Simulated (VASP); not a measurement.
# Ta in VASP: notebook

Runs on Ta. Level: PBEsol. Tasks: single point.

All numbers are computed with VASP 6.6.1; they aren't measurements. Logs are shortened: lines on timing, memory, paths and dates and some standing lists are left out, and cuts for length are marked.

### 1 The cell of the first run

The structure is cubic, space group Im-3m (No. 229). The conventional cell has a = 3.567 Å, b = 3.567 Å, c = 3.567 Å, α = 90.00°, β = 90.00°, γ = 90.00°. Ta (site symmetry m-3m) has 14 Ta at 3.09 to 3.57 Å within 4.1 Å.

### 2 Single point, PBEsol (strain +0.080 along x and y, +0.080 along z)

The input, INCAR:

```
PREC = Accurate
ENCUT = 520
EDIFF = 1E-7
ISMEAR = 0
SIGMA = 0.15
LREAL = False
LASPH = True
NELM = 60
ALGO = Normal
ISIF = 2
LWAVE = False
LCHARG = False
GGA = PS
NBANDS = 12
```

The input, KPOINTS:

```
Automatic mesh
0
Gamma
  20 20 20
```

The input, POSCAR:

```
Ta
1.0
   -1.7833824000      1.7833824000      1.7833824000
    1.7833824000     -1.7833824000      1.7833824000
    1.7833824000      1.7833824000     -1.7833824000
Ta
1
Direct
    0.0000000000      0.0000000000      0.0000000000
```

Potentials or basis: VASP PAW PBE potentials, release 64 (Ta_pv).

Run with:

```bash
cat potpaw_PBE.64/Ta_pv/POTCAR > POTCAR
mpirun -np 1 vasp_std > vasp.out
```

OUTCAR:

```text
PREC = Accurate
   ENCUT = 520
   EDIFF = 1E-7
   ISMEAR = 0
   LREAL = False
   LASPH = True
   NELM = 60
   ISIF = 2
   GGA = PS

 ion  position               nearest neighbor table
   1  0.000  0.000  0.000-

  LATTYP: Found a body centered cubic cell.
 ALAT       =     3.5667648000

  Lattice vectors:

 A1 = (  -1.7833824000,   1.7833824000,   1.7833824000)
 A2 = (   1.7833824000,  -1.7833824000,   1.7833824000)
 A3 = (   1.7833824000,   1.7833824000,  -1.7833824000)

Analysis of symmetry for initial positions (statically):
=====================================================================
 Subroutine PRICEL returns:
 Original cell was already a primitive cell.

 Routine SETGRP: Setting up the symmetry group for a
 body centered cubic supercell.

 Subroutine GETGRP returns: Found 48 space group operations
 (whereof 48 operations were pure point group operations)
 out of a pool of 48 trial point group operations.

The static configuration has the point symmetry O_h .

Analysis of symmetry for dynamics (positions and initial velocities):
=====================================================================
 Subroutine PRICEL returns:
 Original cell was already a primitive cell.

 Routine SETGRP: Setting up the symmetry group for a
 body centered cubic supercell.

 Subroutine GETGRP returns: Found 48 space group operations
 (whereof 48 operations were pure point group operations)
 out of a pool of 48 trial point group operations.

The dynamic configuration has the point symmetry O_h .

 Subroutine INISYM returns: Found 48 space group operations
 (whereof 48 operations are pure point group operations),
 and found     1 'primitive' translations

----------------------------------------------------------------------------------------

                                     Primitive cell

  volume of cell :      22.6879

  direct lattice vectors                    reciprocal lattice vectors
    -1.783382400  1.783382400  1.783382400     0.000000000  0.280366118  0.280366118
     1.783382400 -1.783382400  1.783382400     0.280366118  0.000000000  0.280366118
     1.783382400  1.783382400 -1.783382400     0.280366118  0.280366118  0.000000000

  length of vectors
     3.088908926  3.088908926  3.088908926     0.396497566  0.396497566  0.396497566

  position of ions in fractional coordinates (direct lattice)
     0.000000000  0.000000000  0.000000000

  ion indices of the primitive-cell ions
   primitive index   ion index
                 1           1

----------------------------------------------------------------------------------------

 KPOINTS: Automatic mesh

Automatic generation of k-mesh.
 Grid dimensions read from file:
 generate k-points for:   20   20   20

 Generating k-lattice:

  Cartesian coordinates                     Fractional coordinates (reciprocal lattice)
     0.000000000  0.014018306  0.014018306     0.050000000  0.000000000  0.000000000
     0.014018306  0.000000000  0.014018306     0.000000000  0.050000000  0.000000000
     0.014018306  0.014018306  0.000000000     0.000000000  0.000000000  0.050000000

  Length of vectors
     0.019824878  0.019824878  0.019824878

  Shift w.r.t. Gamma in fractional coordinates (k-lattice)
     0.000000000  0.000000000  0.000000000

 Subroutine IBZKPT returns following result:
 ===========================================

 Found    256 irreducible k-points:

 Following reciprocal coordinates:
            Coordinates               Weight
  0.000000  0.000000  0.000000      1.000000
  0.050000  0.000000  0.000000     12.000000
  0.100000  0.000000  0.000000     12.000000
  0.150000  0.000000  0.000000     12.000000
  0.200000  0.000000  0.000000     12.000000
  0.250000  0.000000  0.000000     12.000000
[... 16 lines left out ...]
  0.200000  0.100000  0.000000     48.000000
  0.250000  0.100000  0.000000     48.000000
 [... further k-points ...]
   k-points           NKPTS =    256   k-points in BZ     NKDIM =    256   number of bands    NBANDS=     12
   number of dos      NEDOS =    301   number of ions     NIONS =      1
   total plane-waves  NPLWV =  13824
   dimension x,y,z NGX =    24 NGY =   24 NGZ =   24
   dimension x,y,z NGXF=    48 NGYF=   48 NGZF=   48
   ions per type =               1
   NGX,Y,Z   is equivalent  to a cutoff of  12.92, 12.92, 12.92 a.u.
   NGXF,Y,Z  is equivalent  to a cutoff of  25.83, 25.83, 25.83 a.u.
 SYSTEM =  unknown system
   PREC   = accura    normal or accurate (medium, high low for compatibility)
   ISTART =      0    job   : 0-new  1-cont  2-samecut
   ICHARG =      2    charge: 1-file 2-atom 10-const
   ISPIN  =      1    spin polarized calculation?
   LNONCOLLINEAR =      F non collinear calculations
   LSORBIT =      F    spin-orbit coupling
   LASPH  =      T    aspherical Exc in radial PAW
   ENCUT  =  520.0 eV  38.22 Ry    6.18 a.u.   5.74  5.74  5.74*2*pi/ulx,y,z
   NELM   =     60;   NELMIN=  2; NELMDL= -5     # of ELM steps
   EDIFF  = 0.1E-06   stopping-criterion for ELM
   LREAL  =      F    real-space projection
   EDIFFG = 0.1E-05   stopping-criterion for IOM
   NSW    =      0    number of steps for IOM
   IBRION =     -1    ionic relax: 0-MD 1-quasi-New 2-CG
   NFREE  =      0    steps in history (QN), initial steepest desc. (CG)
   ISIF   =      2    stress and relaxation
   ISYM   =      2    0-nonsym 1-usesym 2-fastsym
   POTIM  = 0.5000    time-step for ionic-motion
   TEBEG  =    0.0;   TEEND  =   0.0 temperature during run
   PSTRESS=    0.0 pullay stress
   NELECT =      11.0000    total number of electrons
   NUPDOWN=      -1.0000    fix difference up-down
   EMIN   =  10.00;   EMAX   =-10.00  energy-range for DOS
   EFERMI =   0.00;   METHOD = LEGACY
   ISMEAR =     0;   SIGMA  =   0.15  broadening in eV -4-tet -1-fermi 0-gaus
   EFERMI_NEDOS =   21; number of points for ismear=-14 and -15
   IALGO  =     38    algorithm
   IMIX   =      4    mixing-type and parameters
     AMIX     =   0.40;   BMIX     =  1.00
     AMIX_MAG =   1.60;   BMIX_MAG =  1.00
  volume/ion in A,a.u.               =      22.69       153.11
  Fermi-wavevector in a.u.,A,eV,Ry     =   1.286100  2.430376 22.504744  1.654052
  Thomas-Fermi vector in A             =   2.418194
   LORBIT       =      0    0 simple, 1 ext, 2 COOP (PROOUT), +10 PAW based schemes
   GGA     = PS    functional components
   LHFCALC =     F    Hartree Fock is set to
   AEXX    =    0.0000 exact exchange contribution
   IVDW    =     0    specifies the selected vdW correction
   LEPSILON=     F    determine dielectric tensor
   LRPA    =     F    only Hartree local field effects (RPA)
 non-spin polarized calculation
 Gauss-broadening in eV      SIGMA  =   0.15
  energy-cutoff  :      520.00
  volume of cell :       22.69
 maximum number of plane-waves:       629
   NGX = 11   NGY = 11   NGZ = 11

 number of electron      11.0000002 magnetization

 Free energy of the ion-electron system (eV)
  ---------------------------------------------------
  ext. energy  EPLUGINS =         0.00000000
  ---------------------------------------------------
  free energy    TOTEN  =       -11.94496748 eV

  energy without entropy =      -11.92544990  energy(sigma->0) =      -11.93520869

 E-fermi :   3.6311     XC(G=0): -11.5914

 val. band max:        3.6271515413   @ k =  -0.2500   0.2500   0.1000
 cond. band min:       3.6373086553   @ k =   0.2500   0.0000   0.0000
 fundamental gap:      0.0101571140
 Fermi energy:         3.6310995804

 k-point     1 :       0.0000    0.0000    0.0000
  band No.  band energies     occupation
      1     -30.3058      2.00000
      2     -30.3058      2.00000
      3     -30.3058      2.00000
      4      -3.3865      2.00000
      5       4.2675      0.00000
      6       4.2675      0.00000
      7       4.2675      0.00000
      8       6.7745      0.00000
      9       6.7745      0.00000
     10      17.5861      0.00000
     11      17.5861      0.00000
     12      17.5861      0.00000

 k-point     2 :       0.0500    0.0000    0.0000
  band No.  band energies     occupation
      1     -30.3195      2.00000
      2     -30.3104      2.00000
      3     -30.3058      2.00000
      4      -3.3006      2.00000
      5       4.2160      0.00000
      6       4.2541      0.00000
      7       4.3483      0.00000
      8       6.6959      0.00000
      9       6.7760      0.00000
     10      17.4563      0.00000
     11      17.6539      0.00000
     12      17.7363      0.00000

 k-point     3 :       0.1000    0.0000    0.0000
  band No.  band energies     occupation
      1     -30.3589      2.00000
      2     -30.3234      2.00000
      3     -30.3058      2.00000
      4      -3.0477      2.00000
      5       4.0708      0.00003
      6       4.1993      0.00000
      7       4.5889      0.00000
      8       6.5115      0.00000
      9       6.7834      0.00000
     10      17.4556      0.00000
     11      17.8169      0.00000
     12      18.1759      0.00000

 k-point     4 :       0.1500    0.0000    0.0000
  band No.  band energies     occupation
      1     -30.4198      2.00000
      2     -30.3436      2.00000
      3     -30.3057      2.00000
      4      -2.6432      2.00000
      5       3.8562      0.03384
      6       4.0711      0.00003
      7       4.9830      0.00000
      8       6.3374      0.00000
      9       6.8037      0.00000
     10      17.4540      0.00000
     11      17.9271      0.00000
     12      18.6079      0.00000

 k-point     5 :       0.2000    0.0000    0.0000
  band No.  band energies     occupation
      1     -30.4955      2.00000
      2     -30.3690      2.00000
      3     -30.3057      2.00000
      4      -2.1153      2.00000
      5       3.6029      1.20942
      6       3.8632      0.02866
      7       5.5200      0.00000
      8       6.2690      0.00000
      9       6.8449      0.00000
     10      17.4477      0.00000
     11      17.7300      0.00000
     12      18.3017      0.00000
[... 228 lines left out ...]
      1     -30.4533      2.00000
      2     -30.3425      2.00000
      3     -30.3186      2.00000
      4      -2.4069      2.00000
      5       3.8121      0.08789
      6       3.8890      0.01502
      7       5.2608      0.00000
      8       6.1823      0.00000
      9       6.8998      0.00000
     10      17.4527      0.00000
     11      18.2387      0.00000
     12      18.5230      0.00000

 k-point    22 :       0.1500    0.1000    0.0000
  band No.  band energies     occupation
      1     -30.5214      2.00000
      2     -30.3665      2.00000
      3     -30.3223      2.00000
      4      -1.8884      2.00000
      5       3.5813      1.36147
      6       3.6730      0.69296
      7       5.8146      0.00000
      8       6.0918      0.00000
      9       6.9928      0.00000
     10      17.4400      0.00000
     11      17.8528      0.00000
     12      18.3074      0.00000

 k-point    23 :       0.2000    0.1000    0.0000
  band No.  band energies     occupation
      1     -30.5946      2.00000
      2     -30.3970      2.00000
      3     -30.3238      2.00000
      4      -1.2890      2.00000
      5       3.3221      1.99643
      6       3.4630      1.88704
      7       6.1121      0.00000
      8       6.4985      0.00000
      9       7.0841      0.00000
     10      16.7027      0.00000
     11      17.4617      0.00000
     12      17.7241      0.00000

 k-point    24 :       0.2500    0.1000    0.0000
  band No.  band energies     occupation
      1     -30.6661      2.00000
      2     -30.4288      2.00000
      3     -30.3245      2.00000
      4      -0.6790      2.00000
      5       3.0825      2.00000
      6       3.3255      1.99604
      7       6.2370      0.00000
      8       7.1547      0.00000
      9       7.2746      0.00000
     10      15.3919      0.00000
     11      16.8405      0.00000
     12      17.4664      0.00000

 [... further k-points ...]

------------------------ aborting loop because EDIFF is reached ----------------------------------------

  FORCE on cell =-STRESS in cart. coord.  units (eV):
  Direction    XX          YY          ZZ          XY          YZ          ZX
  --------------------------------------------------------------------------------------
  -------------------------------------------------------------------------------------
  Total       -4.5481598     -4.5481598     -4.5481598      0.0000000      0.0000000      0.0000000
  in kB     -321.1832413   -321.1832413   -321.1832413      0.0000000      0.0000000      0.0000000
  external PRESSURE =    -321.1832413 kB  Pullay stress =       0.0000000 kB

 VOLUME and BASIS-vectors are now :
 -----------------------------------------------------------------------------
  energy-cutoff  :      520.00
  volume of cell :       22.69
      direct lattice vectors                 reciprocal lattice vectors
    -1.783382400  1.783382400  1.783382400     0.000000000  0.280366118  0.280366118
     1.783382400 -1.783382400  1.783382400     0.280366118  0.000000000  0.280366118
     1.783382400  1.783382400 -1.783382400     0.280366118  0.280366118  0.000000000

 POSITION                                       TOTAL-FORCE (eV/Angst)
 -----------------------------------------------------------------------------------
      0.00000      0.00000      0.00000         0.000000      0.000000      0.000000
 -----------------------------------------------------------------------------------
    total drift:                                0.000000      0.000000     -0.000000

  FREE ENERGIE OF THE ION-ELECTRON SYSTEM (eV)
  ---------------------------------------------------
  free  energy   TOTEN  =       -11.9449674784 eV

  energy  without entropy=      -11.9254498982  energy(sigma->0) =      -11.93520869
```

Run time: 61 s. Hardware: 1 thread of Intel Xeon 8259CL, shared host; peak memory 0.19 GiB.

Results:

* Free energy: -11.9450 eV
* Pressure: -32.1 GPa
* Band gap on the k mesh: zero (an odd number of electrons rules out a gap without spin polarisation)

Levels at points of the mesh, in eV from the Fermi level:
```csv
k point,band 3,band 4,band 5,band 6,band 7,band 8,band 9,band 10
"(0.00, 0.00, 0.00)",-33.94,-7.02,0.64,0.64,0.64,3.14,3.14,13.96
"(0.50, 0.00, 0.00)",-33.94,-3.50,-1.03,0.84,2.93,3.70,5.73,8.37
"(0.50, 0.50, 0.50)",-34.32,-2.66,-2.66,5.08,5.08,5.08,6.83,6.83
```

Caveat: the cell differs from its parent crystal (strain +0.080 along x and y, +0.080 along z); the cell stands under tension; the PAW data sets were made with another functional, which shifts forces and pressure a little; spin-orbit coupling is left out, which moves the levels of the heavy elements.

### 3 Single point, PBEsol (strain +0.040 along x and y, +0.000 along z)

The input, INCAR:

```
  PREC = Accurate
  ENCUT = 520
  EDIFF = 1E-6
  ISMEAR = 0
  SIGMA = 0.15
  LREAL = F
  LASPH = T
  NELM = 80
  ALGO = Fast
  ISIF = 2
  LWAVE = F
  LCHARG = F
  GGA = PS
  NBANDS = 12
```

The input, KPOINTS:

```
regular mesh
0
Gamma
  20 20 20
```

The input, POSCAR:

```
Ta
1.0
   -1.7173312000      1.7173312000      1.6512800000
    1.7173312000     -1.7173312000      1.6512800000
    1.7173312000      1.7173312000     -1.6512800000
Ta
1
Direct
    0.0000000000      0.0000000000      0.0000000000
```

Potentials or basis: VASP PAW PBE potentials, release 64 (Ta_pv).

Run with:

```bash
cat potpaw_PBE.64/Ta_pv/POTCAR > POTCAR
mpirun -np 1 vasp_std > vasp.out
```

Run time: 2.6 min. Hardware: 1 thread of Intel Xeon 8259CL, shared host; peak memory 0.26 GiB.

Results (log left out):

```yaml
Free_energy: -12.4523 eV
Pressure: -16.7 GPa
Band_gap_on_the_k_mesh: zero (an odd number of electrons rules out a gap without spin polarisation)
```

Stress tensor (GPa, compression positive):
```
-17.75   0.00   0.00
  0.00 -17.75   0.00
  0.00   0.00 -14.54
```

Levels at points of the mesh, in eV from the Fermi level:
| k point | band 3 | band 4 | band 5 | band 6 | band 7 | band 8 | band 9 | band 10 |
| --- | --- | --- | --- | --- | --- | --- | --- | --- |
| (0.00, 0.00, 0.00) | -33.34 | -7.63 | 0.41 | 0.87 | 0.87 | 3.37 | 4.00 | 14.45 |
| (0.50, 0.00, 0.00) | -33.36 | -4.05 | -1.50 | 1.38 | 3.63 | 4.69 | 7.06 | 10.55 |
| (0.50, 0.50, 0.00) | -33.34 | -4.09 | -1.02 | 1.11 | 3.13 | 4.27 | 6.98 | 10.33 |
| (0.50, 0.50, 0.50) | -33.93 | -3.43 | -3.33 | 6.16 | 6.16 | 6.31 | 7.65 | 7.65 |

Caveat: the cell differs from its parent crystal (strain +0.040 along x and y, +0.000 along z); the cell stands under tension; the PAW data sets were made with another functional, which shifts forces and pressure a little; spin-orbit coupling is left out, which moves the levels of the heavy elements.

### 4 Single point, PBEsol (strain +0.040 along x and y, +0.080 along z)

The input, INCAR:

```
PREC = Accurate
ENCUT = 520
EDIFF = 1E-6
ISMEAR = 0
SIGMA = 0.15
LREAL = F
LASPH = T
NELM = 60
ALGO = Fast
ISIF = 2
LWAVE = F
LCHARG = F
GGA = PS
NBANDS = 12
```

The input, KPOINTS:

```
Automatic mesh
0
Gamma
  20 20 20
```

The input, POSCAR:

```
Ta
1.0
   -1.7173312000      1.7173312000      1.7833824000
    1.7173312000     -1.7173312000      1.7833824000
    1.7173312000      1.7173312000     -1.7833824000
Ta
1
Direct
    0.0000000000      0.0000000000      0.0000000000
```

Run with:

```bash
cat potpaw_PBE.64/Ta_pv/POTCAR > POTCAR
mpirun -np 1 vasp_std > vasp.out
```

Wall time 2.6 min (1 thread of Intel Xeon 8259CL, shared host); peak memory 0.27 GiB.

It converged, with:

- Free energy: -12.2424 eV
- Pressure: -25.9 GPa
- Band gap on the k mesh: zero (an odd number of electrons rules out a gap without spin polarisation)

Stress tensor (GPa, compression positive):
```
-25.11   0.00   0.00
  0.00 -25.11   0.00
  0.00   0.00 -27.51
```

Levels at points of the mesh, in eV from the Fermi level:
| k point | band 4 | band 5 | band 6 | band 7 | band 8 | band 9 |
| --- | --- | --- | --- | --- | --- | --- |
| (0.00, 0.00, 0.00) | -7.32 | 0.56 | 0.56 | 0.94 | 3.15 | 3.65 |
| (0.50, 0.00, 0.00) | -3.79 | -1.04 | 0.96 | 2.98 | 4.07 | 6.31 |
| (0.50, 0.50, 0.00) | -3.74 | -1.44 | 1.18 | 3.56 | 4.25 | 6.41 |
| (0.50, 0.50, 0.50) | -3.05 | -2.95 | 5.54 | 5.66 | 5.66 | 6.76 |

Caveat: the cell differs from its parent crystal (strain +0.040 along x and y, +0.080 along z); the cell stands under tension; the PAW data sets were made with another functional, which shifts forces and pressure a little; spin-orbit coupling is left out, which moves the levels of the heavy elements.

[end of part 1 of 2]
